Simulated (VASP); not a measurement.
# SnSe (zincblende type) (F-43m) in VASP: a series of runs

SnSe (zincblende type) is run at these levels: LDA; tasks: single point.

Everything below comes from runs of VASP 6.6.1. Logs are shortened: lines on timing, memory, paths and dates and some standing lists are left out, and cuts for length are marked.

## (1) The cell of the first run

Symmetry: F-43m, No. 216, cubic system. Conventional cell: a = 5.390 Å, b = 5.390 Å, c = 5.390 Å, α = 90.00°, β = 90.00°, γ = 90.00°. Within 3.1 Å of Sn (site symmetry -43m) lie 4 Se at 2.33 Å. Within 3.1 Å of Se (site symmetry -43m) lie 4 Sn at 2.33 Å.

## (2) Single point, LDA (volume scaled by 0.55)

INCAR reads:

```
SYSTEM = SnSe
PREC = Accurate
ENCUT = 520
EDIFF = 1E-6
ISMEAR = -1
SIGMA = 0.08
LREAL = .FALSE.
LASPH = .TRUE.
NELM = 80
ALGO = Normal
ISIF = 2
LWAVE = .FALSE.
LCHARG = .FALSE.
NBANDS = 17
```

KPOINTS reads:

```
regular mesh
0
G
  11 11 11
  0 0 0
```

POSCAR reads:

```
SnSe
1.0
    0.0000000000      2.6951260308      2.6951260308
    2.6951260308      0.0000000000      2.6951260308
    2.6951260308      2.6951260308      0.0000000000
Sn Se
1 1
Direct
    0.0000000000      0.0000000000      0.0000000000
    0.2500000000      0.2500000000      0.2500000000
```

Potentials or basis: VASP PAW LDA potentials, release 64 (Sn_d, Se).

Run with:

```
> cat potpaw_LDA.64/Sn_d/POTCAR potpaw_LDA.64/Se/POTCAR > POTCAR
> mpirun -np 1 vasp_std > vasp.out
```

OUTCAR:

```text
SYSTEM = SnSe
   PREC = Accurate
   ENCUT = 520
   EDIFF = 1E-6
   ISMEAR = -1
   LREAL = .FALSE.
   LASPH = .TRUE.
   NELM = 80
   ISIF = 2

 ion  position               nearest neighbor table
   1  0.000  0.000  0.000-   2 2.33   2 2.33   2 2.33   2 2.33
   2  0.250  0.250  0.250-   1 2.33   1 2.33   1 2.33   1 2.33

  LATTYP: Found a face centered cubic cell.
 ALAT       =     5.3902520616

  Lattice vectors:

 A1 = (   0.0000000000,   2.6951260308,   2.6951260308)
 A2 = (   2.6951260308,   0.0000000000,   2.6951260308)
 A3 = (   2.6951260308,   2.6951260308,   0.0000000000)

Analysis of symmetry for initial positions (statically):
=====================================================================
 Subroutine PRICEL returns:
 Original cell was already a primitive cell.

 Routine SETGRP: Setting up the symmetry group for a
 face centered cubic supercell.

 Subroutine GETGRP returns: Found 24 space group operations
 (whereof 24 operations were pure point group operations)
 out of a pool of 48 trial point group operations.

The static configuration has the point symmetry T_d .

Analysis of symmetry for dynamics (positions and initial velocities):
=====================================================================
 Subroutine PRICEL returns:
 Original cell was already a primitive cell.

 Routine SETGRP: Setting up the symmetry group for a
 face centered cubic supercell.

 Subroutine GETGRP returns: Found 24 space group operations
 (whereof 24 operations were pure point group operations)
 out of a pool of 48 trial point group operations.

The dynamic configuration has the point symmetry T_d .

 Subroutine INISYM returns: Found 24 space group operations
 (whereof 24 operations are pure point group operations),
 and found     1 'primitive' translations

----------------------------------------------------------------------------------------

                                     Primitive cell

  volume of cell :      39.1532

  direct lattice vectors                    reciprocal lattice vectors
     0.000000000  2.695126031  2.695126031    -0.185520081  0.185520081  0.185520081
     2.695126031  0.000000000  2.695126031     0.185520081 -0.185520081  0.185520081
     2.695126031  2.695126031  0.000000000     0.185520081  0.185520081 -0.185520081

  length of vectors
     3.811483785  3.811483785  3.811483785     0.321330206  0.321330206  0.321330206

  position of ions in fractional coordinates (direct lattice)
     0.000000000  0.000000000  0.000000000
     0.250000000  0.250000000  0.250000000

  ion indices of the primitive-cell ions
   primitive index   ion index
                 1           1
                 2           2

----------------------------------------------------------------------------------------

 KPOINTS: regular mesh

Automatic generation of k-mesh.
 Grid dimensions read from file:
 generate k-points for:   11   11   11

 Generating k-lattice:

  Cartesian coordinates                     Fractional coordinates (reciprocal lattice)
    -0.016865462  0.016865462  0.016865462     0.090909091  0.000000000  0.000000000
     0.016865462 -0.016865462  0.016865462     0.000000000  0.090909091  0.000000000
     0.016865462  0.016865462 -0.016865462     0.000000000  0.000000000  0.090909091

  Length of vectors
     0.029211837  0.029211837  0.029211837

  Shift w.r.t. Gamma in fractional coordinates (k-lattice)
     0.000000000  0.000000000  0.000000000

 Subroutine IBZKPT returns following result:
 ===========================================

 Found     56 irreducible k-points:

 Following reciprocal coordinates:
            Coordinates               Weight
  0.000000  0.000000  0.000000      1.000000
  0.090909  0.000000  0.000000      8.000000
  0.181818  0.000000  0.000000      8.000000
  0.272727  0.000000  0.000000      8.000000
  0.363636  0.000000  0.000000      8.000000
  0.454545  0.000000  0.000000      8.000000
[... 16 lines left out ...]
 -0.272727  0.181818  0.000000     24.000000
 -0.181818  0.181818  0.000000     12.000000
 [... further k-points ...]
   k-points           NKPTS =     56   k-points in BZ     NKDIM =     56   number of bands    NBANDS=     17
   number of dos      NEDOS =    301   number of ions     NIONS =      2
   total plane-waves  NPLWV =  21952
   dimension x,y,z NGX =    28 NGY =   28 NGZ =   28
   dimension x,y,z NGXF=    56 NGYF=   56 NGZF=   56
   ions per type =               1   1
   NGX,Y,Z   is equivalent  to a cutoff of  12.21, 12.21, 12.21 a.u.
   NGXF,Y,Z  is equivalent  to a cutoff of  24.43, 24.43, 24.43 a.u.
 SYSTEM =  SnSe
   PREC   = accura    normal or accurate (medium, high low for compatibility)
   ISTART =      0    job   : 0-new  1-cont  2-samecut
   ICHARG =      2    charge: 1-file 2-atom 10-const
   ISPIN  =      1    spin polarized calculation?
   LNONCOLLINEAR =      F non collinear calculations
   LSORBIT =      F    spin-orbit coupling
   LASPH  =      T    aspherical Exc in radial PAW
   ENCUT  =  520.0 eV  38.22 Ry    6.18 a.u.   7.09  7.09  7.09*2*pi/ulx,y,z
   NELM   =     80;   NELMIN=  2; NELMDL= -5     # of ELM steps
   EDIFF  = 0.1E-05   stopping-criterion for ELM
   LREAL  =      F    real-space projection
   EDIFFG = 0.1E-04   stopping-criterion for IOM
   NSW    =      0    number of steps for IOM
   IBRION =     -1    ionic relax: 0-MD 1-quasi-New 2-CG
   NFREE  =      0    steps in history (QN), initial steepest desc. (CG)
   ISIF   =      2    stress and relaxation
   ISYM   =      2    0-nonsym 1-usesym 2-fastsym
   POTIM  = 0.5000    time-step for ionic-motion
   TEBEG  =    0.0;   TEEND  =   0.0 temperature during run
   PSTRESS=    0.0 pullay stress
   NELECT =      20.0000    total number of electrons
   NUPDOWN=      -1.0000    fix difference up-down
   EMIN   =  10.00;   EMAX   =-10.00  energy-range for DOS
   EFERMI =   0.00;   METHOD = LEGACY
   ISMEAR =    -1;   SIGMA  =   0.08  broadening in eV -4-tet -1-fermi 0-gaus
   EFERMI_NEDOS =   21; number of points for ismear=-14 and -15
   IALGO  =     38    algorithm
   IMIX   =      4    mixing-type and parameters
     AMIX     =   0.40;   BMIX     =  1.00
     AMIX_MAG =   1.60;   BMIX_MAG =  1.00
  volume/ion in A,a.u.               =      19.58       132.11
  Fermi-wavevector in a.u.,A,eV,Ry     =   1.308667  2.473022 23.301457  1.712609
  Thomas-Fermi vector in A             =   2.439318
   LORBIT       =      0    0 simple, 1 ext, 2 COOP (PROOUT), +10 PAW based schemes
   GGA     = CA    functional components
   LHFCALC =     F    Hartree Fock is set to
   AEXX    =    0.0000 exact exchange contribution
   IVDW    =     0    specifies the selected vdW correction
   LEPSILON=     F    determine dielectric tensor
   LRPA    =     F    only Hartree local field effects (RPA)
 non-spin polarized calculation
  energy-cutoff  :      520.00
  volume of cell :       39.15
 maximum number of plane-waves:      1067
   NGX = 15   NGY = 15   NGZ = 15

 number of electron      19.9999992 magnetization

 Free energy of the ion-electron system (eV)
  ---------------------------------------------------
  ext. energy  EPLUGINS =         0.00000000
  ---------------------------------------------------
  free energy    TOTEN  =        -4.77062421 eV

  energy without entropy =       -4.75429385  energy(sigma->0) =       -4.76245903

 E-fermi :  10.6065     XC(G=0): -11.2650

 val. band max:       10.5961785516   @ k =  -0.2727   0.2727   0.0909
 cond. band min:      10.6401940472   @ k =   0.3636   0.2727   0.0909
 fundamental gap:      0.0440154957
 Fermi energy:        10.6065030768

 k-point     1 :       0.0000    0.0000    0.0000
  band No.  band energies     occupation
      1     -12.5073      2.00000
      2     -12.5073      2.00000
      3     -12.5073      2.00000
      4     -12.2958      2.00000
      5     -12.2958      2.00000
      6      -8.1244      2.00000
[... 9 lines left out ...]
     16      18.3972      0.00000
     17      19.4295      0.00000

 k-point     2 :       0.0909    0.0000    0.0000
  band No.  band energies     occupation
      1     -12.5181      2.00000
      2     -12.5026      2.00000
      3     -12.5026      2.00000
      4     -12.2959      2.00000
      5     -12.2959      2.00000
      6      -8.0120      2.00000
[... 9 lines left out ...]
     16      17.6347      0.00000
     17      19.0199      0.00000

 k-point     3 :       0.1818    0.0000    0.0000
  band No.  band energies     occupation
      1     -12.5467      2.00000
      2     -12.4907      2.00000
      3     -12.4907      2.00000
      4     -12.2958      2.00000
      5     -12.2958      2.00000
      6      -7.6864      2.00000
[... 9 lines left out ...]
     16      17.4875      0.00000
     17      19.5336      0.00000

 k-point     4 :       0.2727    0.0000    0.0000
  band No.  band energies     occupation
      1     -12.5830      2.00000
      2     -12.4766      2.00000
      3     -12.4766      2.00000
      4     -12.2939      2.00000
      5     -12.2939      2.00000
      6      -7.1890      2.00000
[... 9 lines left out ...]
     16      17.1450      0.00000
     17      21.6800      0.00000

 k-point     5 :       0.3636    0.0000    0.0000
  band No.  band energies     occupation
      1     -12.6153      2.00000
      2     -12.4654      2.00000
      3     -12.4654      2.00000
      4     -12.2903      2.00000
      5     -12.2903      2.00000
      6      -6.6175      2.00000
[... 9 lines left out ...]
     16      18.0524      0.00000
     17      23.2357      0.00000

 k-point     6 :       0.4545    0.0000    0.0000
  band No.  band energies     occupation
      1     -12.6341      2.00000
      2     -12.4597      2.00000
      3     -12.4597      2.00000
      4     -12.2872      2.00000
      5     -12.2872      2.00000
      6      -6.1853      2.00000
[... 9 lines left out ...]
     16      19.3651      0.00000
     17      22.0865      0.00000
[... 281 lines left out ...]
 k-point    21 :      -0.4545    0.1818    0.0000
  band No.  band energies     occupation
      1     -12.6529      2.00000
      2     -12.4470      2.00000
      3     -12.4377      2.00000
      4     -12.3021      2.00000
      5     -12.2848      2.00000
      6      -5.8535      2.00000
[... 9 lines left out ...]
     16      19.5628      0.00000
     17      21.9589      0.00000

 k-point    22 :      -0.3636    0.1818    0.0000
  band No.  band energies     occupation
      1     -12.6442      2.00000
      2     -12.4495      2.00000
      3     -12.4438      2.00000
      4     -12.2949      2.00000
      5     -12.2927      2.00000
      6      -6.0139      2.00000
[... 9 lines left out ...]
     16      19.5822      0.00000
     17      22.2023      0.00000

 k-point    23 :      -0.2727    0.1818    0.0000
  band No.  band energies     occupation
      1     -12.6239      2.00000
      2     -12.4561      2.00000
      3     -12.4549      2.00000
      4     -12.2996      2.00000
      5     -12.2906      2.00000
      6      -6.4921      2.00000
[... 9 lines left out ...]
     16      20.4754      0.00000
     17      20.9812      0.00000

 k-point    24 :      -0.1818    0.1818    0.0000
  band No.  band energies     occupation
      1     -12.5964      2.00000
      2     -12.4717      2.00000
      3     -12.4640      2.00000
      4     -12.3021      2.00000
      5     -12.2896      2.00000
      6      -7.0218      2.00000
[... 9 lines left out ...]
     16      19.7171      0.00000
     17      20.6104      0.00000

 [... further k-points ...]
[... 5 lines left out ...]
  --------------------------------------------------------------------------------------
  -------------------------------------------------------------------------------------
  Total       16.4295070     16.4295070     16.4295070     -0.0000000     -0.0000000      0.0000000
  in kB      672.3073850    672.3073850    672.3073850     -0.0000000     -0.0000000      0.0000000
  external PRESSURE =     672.3073850 kB  Pullay stress =       0.0000000 kB

 VOLUME and BASIS-vectors are now :
 -----------------------------------------------------------------------------
  energy-cutoff  :      520.00
  volume of cell :       39.15
      direct lattice vectors                 reciprocal lattice vectors
     0.000000000  2.695126031  2.695126031    -0.185520081  0.185520081  0.185520081
     2.695126031  0.000000000  2.695126031     0.185520081 -0.185520081  0.185520081
     2.695126031  2.695126031  0.000000000     0.185520081  0.185520081 -0.185520081

 POSITION                                       TOTAL-FORCE (eV/Angst)
 -----------------------------------------------------------------------------------
      0.00000      0.00000      0.00000        -0.000000     -0.000000     -0.000000
      1.34756      1.34756      1.34756         0.000000      0.000000      0.000000
 -----------------------------------------------------------------------------------
    total drift:                               -0.000001     -0.000001     -0.000001

  FREE ENERGIE OF THE ION-ELECTRON SYSTEM (eV)
  ---------------------------------------------------
  free  energy   TOTEN  =        -4.7706242053 eV

  energy  without entropy=       -4.7542938527  energy(sigma->0) =       -4.76245903
```

Run time: 23 s. Hardware: 1 thread of Intel Xeon 6975P-C, shared host; peak memory 0.16 GiB.

Results:

* Free energy: -4.7706 eV
* Pressure: 67.2 GPa
* Band gap on the k mesh: zero (band 10 reaches 11.28 eV, above the bottom of band 11 at 9.42 eV)

Caveat: spin-orbit coupling is left out, which moves the levels of the heavy elements.

(Part 1 of 2 ends here.)
